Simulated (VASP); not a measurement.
# KI (I4/mmm) in VASP: further runs

The runs below take KI through single point, with PBEsol.

Program: VASP 6.6.1. These are calculated values, not measurements. Logs are shortened: lines on timing, memory, paths and dates and some standing lists are left out, and cuts for length are marked.

### 1 The cell of the first run

It takes space group I4/mmm (No. 139, tetragonal). Conventional cell: a = 4.785 Å, b = 4.785 Å, c = 7.331 Å, α = 90.00°, β = 90.00°, γ = 90.00°. Within 4.4 Å of K (site symmetry 4/mmm) lie 6 I at 3.38 to 3.67 Å. I (site symmetry 4/mmm) has 6 K at 3.38 to 3.67 Å within 4.4 Å.

### 2 Single point, PBEsol (strain -0.040 along x and y, +0.040 along z)

Contents of INCAR:

```
PREC     = Accurate       # precision mode
ENCUT    = 520            # plane-wave cutoff, eV
EDIFF    = 1E-7           # SCF threshold, eV
ISMEAR   = 0              # smearing method
SIGMA    = 0.05           # smearing width, eV
LREAL    = F              # projectors in reciprocal space
LASPH    = T              # aspherical terms in the spheres
NELM     = 60             # most SCF steps
ALGO     = Normal         # electronic algorithm
ISIF     = 2              # what is computed and relaxed
LWAVE    = F              # write WAVECAR
LCHARG   = F              # write CHGCAR
GGA      = PS             # functional
NBANDS   = 15             # bands
```

Contents of KPOINTS:

```
Automatic mesh
0
Gamma
  6 6 6
```

Contents of POSCAR:

```
KI
1.0
    0.0000000000      3.3835680000      3.6655320000
    3.3835680000      0.0000000000      3.6655320000
    3.3835680000      3.3835680000      0.0000000000
K I
1 1
Direct
    0.0000000000      0.0000000000      0.0000000000
    0.5000000000      0.5000000000      0.5000000000
```

Potentials or basis: VASP PAW PBE potentials, release 64 (K_sv, I).

Run with:

```
cat potpaw_PBE.64/K_sv/POTCAR potpaw_PBE.64/I/POTCAR > POTCAR
mpirun -np 1 vasp_std > vasp.out
```

OUTCAR:

```text
PREC = Accurate
   ENCUT = 520
   EDIFF = 1E-7
   ISMEAR = 0
   LREAL = F
   LASPH = T
   NELM = 60
   ISIF = 2
   GGA = PS

 ion  position               nearest neighbor table
   1  0.000  0.000  0.000-   2 3.38   2 3.38   2 3.38   2 3.38   2 3.67   2 3.67
   2  0.500  0.500  0.500-   1 3.38   1 3.38   1 3.38   1 3.38   1 3.67   1 3.67

  LATTYP: Found a body centered tetragonal cell.
 ALAT       =     4.7850877548
 C/A-ratio  =     1.5320646926

  Lattice vectors:

 A1 = (  -3.3835680000,   0.0000000000,   3.6655320000)
 A2 = (   3.3835680000,   0.0000000000,   3.6655320000)
 A3 = (   0.0000000000,   3.3835680000,  -3.6655320000)

Analysis of symmetry for initial positions (statically):
=====================================================================
 Subroutine PRICEL returns:
 Original cell was already a primitive cell.

 Routine SETGRP: Setting up the symmetry group for a
 body centered tetragonal supercell.

 Subroutine GETGRP returns: Found 16 space group operations
 (whereof 16 operations were pure point group operations)
 out of a pool of 16 trial point group operations.

The static configuration has the point symmetry D_4h.

Analysis of symmetry for dynamics (positions and initial velocities):
=====================================================================
 Subroutine PRICEL returns:
 Original cell was already a primitive cell.

 Routine SETGRP: Setting up the symmetry group for a
 body centered tetragonal supercell.

 Subroutine GETGRP returns: Found 16 space group operations
 (whereof 16 operations were pure point group operations)
 out of a pool of 16 trial point group operations.

The dynamic configuration has the point symmetry D_4h.

 Subroutine INISYM returns: Found 16 space group operations
 (whereof 16 operations are pure point group operations),
 and found     1 'primitive' translations

----------------------------------------------------------------------------------------

                                     Primitive cell

  volume of cell :      83.9299

  direct lattice vectors                    reciprocal lattice vectors
     0.000000000  3.383568000  3.665532000    -0.147773002  0.147773002  0.136405848
     3.383568000  0.000000000  3.665532000     0.147773002 -0.147773002  0.136405848
     3.383568000  3.383568000  0.000000000     0.147773002  0.147773002 -0.136405848

  length of vectors
     4.988452391  4.988452391  4.785087755     0.249560164  0.249560164  0.249560164

  position of ions in fractional coordinates (direct lattice)
[... 90 lines left out ...]
   NELECT =      16.0000    total number of electrons
   NUPDOWN=      -1.0000    fix difference up-down
   EMIN   =  10.00;   EMAX   =-10.00  energy-range for DOS
   EFERMI =   0.00;   METHOD = LEGACY
   ISMEAR =     0;   SIGMA  =   0.05  broadening in eV -4-tet -1-fermi 0-gaus
   EFERMI_NEDOS =   21; number of points for ismear=-14 and -15
   IALGO  =     38    algorithm
   IMIX   =      4    mixing-type and parameters
     AMIX     =   0.40;   BMIX     =  1.00
     AMIX_MAG =   1.60;   BMIX_MAG =  1.00
  volume/ion in A,a.u.               =      41.96       283.19
  Fermi-wavevector in a.u.,A,eV,Ry     =   0.942199  1.780498 12.078417  0.887739
  Thomas-Fermi vector in A             =   2.069785
   LORBIT       =      0    0 simple, 1 ext, 2 COOP (PROOUT), +10 PAW based schemes
   GGA     = PS    functional components
   LHFCALC =     F    Hartree Fock is set to
   AEXX    =    0.0000 exact exchange contribution
   IVDW    =     0    specifies the selected vdW correction
   LEPSILON=     F    determine dielectric tensor
   LRPA    =     F    only Hartree local field effects (RPA)
 non-spin polarized calculation
 Gauss-broadening in eV      SIGMA  =   0.05
  energy-cutoff  :      520.00
  volume of cell :       83.93
 maximum number of plane-waves:      2288
 NGX is ok and might be reduce to    40
   NGX = 19   NGY = 19   NGZ = 17

 number of electron      16.0000000 magnetization

 Free energy of the ion-electron system (eV)
  ---------------------------------------------------
  ext. energy  EPLUGINS =         0.00000000
  ---------------------------------------------------
  free energy    TOTEN  =        -5.78245156 eV

  energy without entropy =       -5.78245156  energy(sigma->0) =       -5.78245156

 E-fermi :   0.0481     XC(G=0):  -7.5349

 val. band max:       -0.2302874921   @ k =   0.0000   0.0000   0.0000
 cond. band min:       3.6640111968   @ k =   0.0000   0.0000   0.0000
 fundamental gap:      3.8942986888
 Fermi energy:         0.0481486115

 k-point     1 :       0.0000    0.0000    0.0000
  band No.  band energies     occupation
      1     -28.4781      2.00000
      2     -12.0449      2.00000
      3     -12.0449      2.00000
      4     -12.0374      2.00000
      5     -10.8693      2.00000
      6      -0.2705      2.00000
      7      -0.2303      2.00000
      8      -0.2303      2.00000
      9       3.6640      0.00000
     10       5.8270      0.00000
     11       6.3369      0.00000
     12       6.3369      0.00000
     13       6.8054      0.00000
     14       7.0852      0.00000
[... 401 lines left out ...]
      2     -12.1450      2.00000
      3     -12.0803      2.00000
      4     -12.0566      2.00000
      5     -10.6300      2.00000
      6      -1.3058      2.00000
      7      -0.8456      2.00000
      8      -0.6690      2.00000
      9       4.9075      0.00000
     10       6.0119      0.00000
     11       7.4925      0.00000
     12       8.0607      0.00000
     13       8.7434      0.00000
     14       9.1507      0.00000
     15       9.8166      0.00000

 [... further k-points ...]

------------------------ aborting loop because EDIFF is reached ----------------------------------------

  FORCE on cell =-STRESS in cart. coord.  units (eV):
  Direction    XX          YY          ZZ          XY          YZ          ZX
  --------------------------------------------------------------------------------------
  -------------------------------------------------------------------------------------
  Total        0.6944394      0.6944394     -0.4161476      0.0000000      0.0000000      0.0000000
  in kB       13.2564772     13.2564772     -7.9440354      0.0000000      0.0000000      0.0000000
  external PRESSURE =       6.1896397 kB  Pullay stress =       0.0000000 kB

 VOLUME and BASIS-vectors are now :
 -----------------------------------------------------------------------------
  energy-cutoff  :      520.00
  volume of cell :       83.93
      direct lattice vectors                 reciprocal lattice vectors
     0.000000000  3.383568000  3.665532000    -0.147773002  0.147773002  0.136405848
     3.383568000  0.000000000  3.665532000     0.147773002 -0.147773002  0.136405848
     3.383568000  3.383568000  0.000000000     0.147773002  0.147773002 -0.136405848

 POSITION                                       TOTAL-FORCE (eV/Angst)
 -----------------------------------------------------------------------------------
      0.00000      0.00000      0.00000         0.000000     -0.000000      0.000000
      3.38357      3.38357      3.66553        -0.000000      0.000000      0.000000
 -----------------------------------------------------------------------------------
    total drift:                                0.000000     -0.000000     -0.000000

  FREE ENERGIE OF THE ION-ELECTRON SYSTEM (eV)
  ---------------------------------------------------
  free  energy   TOTEN  =        -5.7824515588 eV

  energy  without entropy=       -5.7824515588  energy(sigma->0) =       -5.78245156
```

It took 26 s on 1 thread of Intel Xeon Platinum 8488C (Sapphire Rapids), shared host; peak memory 0.24 GiB.

What came out:

* Free energy: -5.7825 eV
* Pressure: 0.6 GPa
* Band gap on the k mesh: 3.89 eV

Caveat: the cell differs from its parent crystal (strain -0.040 along x and y, +0.040 along z); the PAW data sets were made with another functional, which shifts forces and pressure a little; spin-orbit coupling is left out, which moves the levels of the heavy elements.

(Continued in part 2 of 3.)
